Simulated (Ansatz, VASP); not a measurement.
## One calculation of InP, two programs

```
CELL_PARAMETERS angstrom
0.00000 2.95379 2.95379
2.95379 0.00000 2.95379
2.95379 2.95379 0.00000
ATOMIC_POSITIONS crystal
In 0.00000 0.00000 0.00000
P 0.25000 0.25000 0.25000
```

Alike in both runs: task single point; functional PBE; dispersion D3(BJ); k mesh 6 × 6 × 6; no spin polarisation.

|  | VASP | Ansatz |
| --- | --- | --- |
| version | VASP 6.6.1 | Ansatz 0.2.0 |
| potentials or method | VASP PAW PBE potentials, release 64 (In_d, P) | plane waves |
| plane-wave cutoff (eV) | 500 | 420 |
| occupations | gaussian, width 0.01 eV | fixed |
| valence electrons in the cell | 18 | 18 |

```tsv
	VASP	Ansatz	Ansatz less VASP
gap on the k mesh at the Fermi level (eV)	0.58	0.58	+0.003
pressure (GPa)	-0.5	-0.5	+0.05
```
